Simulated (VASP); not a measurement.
# Rh (Immm) in VASP: further runs, part 2 of 3

VASP 6.6.1. The steps go on from the part before.

### Step 4. Single point, PBE

This run uses another cell than the first one, of 12.80 Å³/atom, 0.845 times its volume.

File INCAR:

```
  PREC = Accurate
  ENCUT = 520
  EDIFF = 1E-7
  ISMEAR = 0
  SIGMA = 0.15
  LREAL = False
  LASPH = True
  NELM = 80
  ALGO = Fast
  ISIF = 2
  LWAVE = False
  LCHARG = True
  GGA = PE
  LELF = True
  LVHAR = True
  NBANDS = 14
```

File KPOINTS:

```
Automatic mesh
0
Gamma
  20 20 20
```

File POSCAR:

```
Rh
1.0
   -0.1915052422      1.8384503252      1.9150524221
    1.8384503252     -0.1915052422      1.9150524221
    1.6469450830      1.6469450830      0.0000000000
Rh
1
Direct
    0.0000000000      0.0000000000      0.0000000000
```

Potentials or basis: VASP PAW PBE potentials, release 64 (Rh_pv).

On the command line:

```
$ cat potpaw_PBE.64/Rh_pv/POTCAR > POTCAR
$ mpirun -np 1 vasp_std > vasp.out
```

OUTCAR:

```text
PREC = Accurate
   ENCUT = 520
   EDIFF = 1E-7
   ISMEAR = 0
   LREAL = False
   LASPH = True
   NELM = 80
   ISIF = 2
   GGA = PE

 ion  position               nearest neighbor table
   1  0.000  0.000  0.000-

  LATTYP: Found a body centered orthorhombic cell.
 ALAT       =     2.3291320729
 B/A-ratio  =     1.2325581395
 C/A-ratio  =     1.6444343749

  Lattice vectors:

 A1 = (   0.1915052422,  -1.8384503252,  -1.9150524221)
 A2 = (  -0.1915052422,   1.8384503252,  -1.9150524221)
 A3 = (   1.8384503252,  -0.1915052422,   1.9150524221)

Analysis of symmetry for initial positions (statically):
=====================================================================
 Subroutine PRICEL returns:
 Original cell was already a primitive cell.

 Routine SETGRP: Setting up the symmetry group for a
 body centered orthorhombic supercell.

 Subroutine GETGRP returns: Found  8 space group operations
 (whereof  8 operations were pure point group operations)
 out of a pool of  8 trial point group operations.

The static configuration has the point symmetry D_2h.

Analysis of symmetry for dynamics (positions and initial velocities):
=====================================================================
 Subroutine PRICEL returns:
 Original cell was already a primitive cell.

 Routine SETGRP: Setting up the symmetry group for a
 body centered orthorhombic supercell.

 Subroutine GETGRP returns: Found  8 space group operations
 (whereof  8 operations were pure point group operations)
 out of a pool of  8 trial point group operations.

The dynamic configuration has the point symmetry D_2h.

 Subroutine INISYM returns: Found  8 space group operations
 (whereof  8 operations are pure point group operations),
 and found     1 'primitive' translations

----------------------------------------------------------------------------------------

                                     Primitive cell

  volume of cell :      12.8049

  direct lattice vectors                    reciprocal lattice vectors
    -0.191505242  1.838450325  1.915052422    -0.246310810  0.246310810  0.261089459
     1.838450325 -0.191505242  1.915052422     0.246310810 -0.246310810  0.261089459
     1.646945083  1.646945083  0.000000000     0.303592394  0.303592394 -0.261089459

  length of vectors
     2.661578411  2.661578411  2.329132073     0.435322565  0.435322565  0.502498148

  position of ions in fractional coordinates (direct lattice)
     0.000000000  0.000000000  0.000000000

  ion indices of the primitive-cell ions
   primitive index   ion index
                 1           1

----------------------------------------------------------------------------------------

 KPOINTS: Automatic mesh

Automatic generation of k-mesh.
 Grid dimensions read from file:
 generate k-points for:   20   20   20

 Generating k-lattice:

  Cartesian coordinates                     Fractional coordinates (reciprocal lattice)
    -0.012315540  0.012315540  0.013054473     0.050000000 -0.000000000  0.000000000
     0.012315540 -0.012315540  0.013054473    -0.000000000  0.050000000  0.000000000
     0.015179620  0.015179620 -0.013054473     0.000000000  0.000000000  0.050000000

  Length of vectors
     0.021766128  0.021766128  0.025124907

  Shift w.r.t. Gamma in fractional coordinates (k-lattice)
     0.000000000  0.000000000  0.000000000

 Subroutine IBZKPT returns following result:
 ===========================================

 Found   1166 irreducible k-points:

 Following reciprocal coordinates:
            Coordinates               Weight
  0.000000  0.000000  0.000000      1.000000
  0.050000 -0.000000  0.000000      4.000000
  0.100000 -0.000000  0.000000      4.000000
  0.150000 -0.000000  0.000000      4.000000
  0.200000 -0.000000  0.000000      4.000000
  0.250000 -0.000000  0.000000      4.000000
[... 16 lines left out ...]
 -0.400000  0.050000  0.000000      4.000000
 -0.350000  0.050000  0.000000      4.000000
 [... further k-points ...]
   k-points           NKPTS =   1166   k-points in BZ     NKDIM =   1166   number of bands    NBANDS=     14
   number of dos      NEDOS =    301   number of ions     NIONS =      1
   total plane-waves  NPLWV =   7200
   dimension x,y,z NGX =    20 NGY =   20 NGZ =   18
   dimension x,y,z NGXF=    40 NGYF=   40 NGZF=   36
   ions per type =               1
   NGX,Y,Z   is equivalent  to a cutoff of  12.49, 12.49, 12.85 a.u.
   NGXF,Y,Z  is equivalent  to a cutoff of  24.98, 24.98, 25.70 a.u.
 SYSTEM =  unknown system
   PREC   = accura    normal or accurate (medium, high low for compatibility)
   ISTART =      0    job   : 0-new  1-cont  2-samecut
   ICHARG =      2    charge: 1-file 2-atom 10-const
   ISPIN  =      1    spin polarized calculation?
   LNONCOLLINEAR =      F non collinear calculations
   LSORBIT =      F    spin-orbit coupling
   LASPH  =      T    aspherical Exc in radial PAW
   ENCUT  =  520.0 eV  38.22 Ry    6.18 a.u.   4.95  4.95  4.33*2*pi/ulx,y,z
   NELM   =     80;   NELMIN=  2; NELMDL= -5     # of ELM steps
   EDIFF  = 0.1E-06   stopping-criterion for ELM
   LREAL  =      F    real-space projection
   EDIFFG = 0.1E-05   stopping-criterion for IOM
   NSW    =      0    number of steps for IOM
   IBRION =     -1    ionic relax: 0-MD 1-quasi-New 2-CG
   NFREE  =      0    steps in history (QN), initial steepest desc. (CG)
   ISIF   =      2    stress and relaxation
   ISYM   =      2    0-nonsym 1-usesym 2-fastsym
   POTIM  = 0.5000    time-step for ionic-motion
   TEBEG  =    0.0;   TEEND  =   0.0 temperature during run
   PSTRESS=    0.0 pullay stress
   NELECT =      15.0000    total number of electrons
   NUPDOWN=      -1.0000    fix difference up-down
   EMIN   =  10.00;   EMAX   =-10.00  energy-range for DOS
   EFERMI =   0.00;   METHOD = LEGACY
   ISMEAR =     0;   SIGMA  =   0.15  broadening in eV -4-tet -1-fermi 0-gaus
   EFERMI_NEDOS =   21; number of points for ismear=-14 and -15
   IALGO  =     68    algorithm
   IMIX   =      4    mixing-type and parameters
     AMIX     =   0.40;   BMIX     =  1.00
     AMIX_MAG =   1.60;   BMIX_MAG =  1.00
  volume/ion in A,a.u.               =      12.80        86.41
  Fermi-wavevector in a.u.,A,eV,Ry     =   1.725758  3.261209 40.521409  2.978240
  Thomas-Fermi vector in A             =   2.801198
   LORBIT       =      0    0 simple, 1 ext, 2 COOP (PROOUT), +10 PAW based schemes
   GGA     = PE    functional components
   LHFCALC =     F    Hartree Fock is set to
   AEXX    =    0.0000 exact exchange contribution
   IVDW    =     0    specifies the selected vdW correction
   LEPSILON=     F    determine dielectric tensor
   LRPA    =     F    only Hartree local field effects (RPA)
 non-spin polarized calculation
 RMM-DIIS sequential band-by-band and
 Gauss-broadening in eV      SIGMA  =   0.15
  energy-cutoff  :      520.00
  volume of cell :       12.80
 maximum number of plane-waves:       362
   NGX =  9   NGY =  9   NGZ =  9

 number of electron      15.0000006 magnetization

 Free energy of the ion-electron system (eV)
  ---------------------------------------------------
  ext. energy  EPLUGINS =         0.00000000
  ---------------------------------------------------
  free energy    TOTEN  =        -6.63207623 eV

  energy without entropy =       -6.61548214  energy(sigma->0) =       -6.62377918

 E-fermi :  13.2071     XC(G=0): -14.4520

 val. band max:       13.2059237547   @ k =  -0.2000   0.3000   0.1500
 cond. band min:      13.2079615203   @ k =  -0.2000   0.0000   0.0500
 fundamental gap:      0.0020377656
 Fermi energy:        13.2070625087

 k-point     1 :       0.0000    0.0000    0.0000
  band No.  band energies     occupation
      1     -33.2413      2.00000
      2     -33.2109      2.00000
      3     -33.0394      2.00000
      4       4.8327      2.00000
      5       8.3645      2.00000
      6       8.7565      2.00000
      7      11.6589      2.00000
      8      12.3484      2.00000
      9      12.8993      1.99629
     10      28.7253      0.00000
     11      32.4998      0.00000
     12      33.7324      0.00000
     13      34.8293      0.00000
     14      39.7930      0.00000
[... 375 lines left out ...]
 k-point    24 :      -0.3500    0.0500    0.0000
  band No.  band energies     occupation
      1     -33.8471      2.00000
      2     -33.2716      2.00000
      3     -33.1080      2.00000
      4       6.5447      2.00000
      5       8.3531      2.00000
      6      10.9687      2.00000
      7      11.7891      2.00000
      8      13.1062      1.65858
      9      13.8405      0.00000
     10      23.5398      0.00000
     11      29.9376      0.00000
     12      33.7319      0.00000
     13      35.5121      0.00000
     14      40.1545      0.00000

 [... further k-points ...]
[... 5 lines left out ...]
  --------------------------------------------------------------------------------------
  -------------------------------------------------------------------------------------
  Total        4.8402912      4.8402912      1.7171533      4.6833558     -0.0000000      0.0000000
  in kB      605.6277426    605.6277426    214.8539431    585.9916458     -0.0000000      0.0000000
  external PRESSURE =     475.3698094 kB  Pullay stress =       0.0000000 kB

 VOLUME and BASIS-vectors are now :
 -----------------------------------------------------------------------------
  energy-cutoff  :      520.00
  volume of cell :       12.80
      direct lattice vectors                 reciprocal lattice vectors
    -0.191505242  1.838450325  1.915052422    -0.246310810  0.246310810  0.261089459
     1.838450325 -0.191505242  1.915052422     0.246310810 -0.246310810  0.261089459
     1.646945083  1.646945083  0.000000000     0.303592394  0.303592394 -0.261089459

 POSITION                                       TOTAL-FORCE (eV/Angst)
 -----------------------------------------------------------------------------------
      0.00000      0.00000      0.00000         0.000000      0.000000      0.000000
 -----------------------------------------------------------------------------------
    total drift:                               -0.000000     -0.000000     -0.000000

  FREE ENERGIE OF THE ION-ELECTRON SYSTEM (eV)
  ---------------------------------------------------
  free  energy   TOTEN  =        -6.6320762304 eV

  energy  without entropy=       -6.6154821371  energy(sigma->0) =       -6.62377918
```

OSZICAR:

```text
N       E                     dE             d eps       ncg     rms          rms(c)
DAV:   1     0.120552444147E+03    0.12055E+03   -0.87458E+03 32802   0.116E+03
DAV:   2    -0.548482725790E+01   -0.12604E+03   -0.12049E+03 36236   0.344E+02
DAV:   3    -0.702904580251E+01   -0.15442E+01   -0.15417E+01 38858   0.419E+01
DAV:   4    -0.703448316969E+01   -0.54374E-02   -0.54373E-02 36740   0.254E+00
DAV:   5    -0.703452848062E+01   -0.45311E-04   -0.45310E-04 37814   0.203E-01    0.135E+01
RMM:   6    -0.665745501952E+01    0.37707E+00   -0.53076E-01 34943   0.726E+00    0.581E+00
RMM:   7    -0.663540849977E+01    0.22047E-01   -0.34704E-02 35537   0.201E+00    0.229E+00
RMM:   8    -0.663221840099E+01    0.31901E-02   -0.59320E-03 39047   0.876E-01    0.203E-01
RMM:   9    -0.663206580277E+01    0.15260E-03   -0.58012E-04 40482   0.293E-01    0.482E-02
RMM:  10    -0.663207660815E+01   -0.10805E-04   -0.80712E-05 40803   0.124E-01    0.106E-02
RMM:  11    -0.663207560554E+01    0.10026E-05   -0.15926E-05 40775   0.543E-02    0.407E-03
RMM:  12    -0.663207598136E+01   -0.37582E-06   -0.36975E-06 40971   0.265E-02    0.108E-03
RMM:  13    -0.663207607719E+01   -0.95828E-07   -0.10258E-06 34390   0.132E-02    0.779E-04
RMM:  14    -0.663207620749E+01   -0.13030E-06   -0.25481E-07 29201   0.673E-03    0.154E-04
RMM:  15    -0.663207623044E+01   -0.22950E-07   -0.73319E-08 22813   0.315E-03
   1 F= -.66320762E+01 E0= -.66237792E+01  d E =-.165941E-01
```

stdout:

```text
POSCAR found type information on POSCAR Rh
 POSCAR found :  1 types and       1 ions
 scaLAPACK will be used
 LDA part: xc-table for (Slater+PW92), standard interpolation
 POSCAR, INCAR and KPOINTS ok, starting setup
 FFT: planning ... GRIDC
 FFT: planning ... GRID_SOFT
 FFT: planning ... GRID
 WAVECAR not read
 entering main loop
WARNING in EDDRMM: call to ZHEGV failed, returncode =   8  4     13
WARNING in EDDRMM: call to ZHEGV failed, returncode =   8  4     12
WARNING in EDDRMM: call to ZHEGV failed, returncode =   8  4     13
WARNING in EDDRMM: call to ZHEGV failed, returncode =   8  4     12
WARNING in EDDRMM: call to ZHEGV failed, returncode =   8  4     12
WARNING in EDDRMM: call to ZHEGV failed, returncode =   8  4     12
WARNING in EDDRMM: call to ZHEGV failed, returncode =   8  4     12
WARNING in EDDRMM: call to ZHEGV failed, returncode =   8  4     13
WARNING in EDDRMM: call to ZHEGV failed, returncode =   6  3     13
WARNING in EDDRMM: call to ZHEGV failed, returncode =   8  4     14
WARNING in EDDRMM: call to ZHEGV failed, returncode =   8  4     12
WARNING in EDDRMM: call to ZHEGV failed, returncode =   6  3     14
WARNING in EDDRMM: call to ZHEGV failed, returncode =   8  4     12
WARNING in EDDRMM: call to ZHEGV failed, returncode =   6  3     12
WARNING in EDDRMM: call to ZHEGV failed, returncode =   8  4     13
WARNING in EDDRMM: call to ZHEGV failed, returncode =   6  3     12
WARNING in EDDRMM: call to ZHEGV failed, returncode =   6  3     12
WARNING in EDDRMM: call to ZHEGV failed, returncode =   8  4     13
WARNING in EDDRMM: call to ZHEGV failed, returncode =   8  4     13
WARNING in EDDRMM: call to ZHEGV failed, returncode =   6  3     13
```

Wall time 2 min (1 thread of AMD EPYC 9R45 (Zen 5), shared host); peak memory 0.26 GiB.

Results:

* Free energy: -6.6321 eV
* Pressure: 47.5 GPa

Stress tensor (GPa, compression positive):
```
60.56 58.60  0.00
58.60 60.56  0.00
 0.00  0.00 21.49
```

(Part 2 of 3 ends here.)
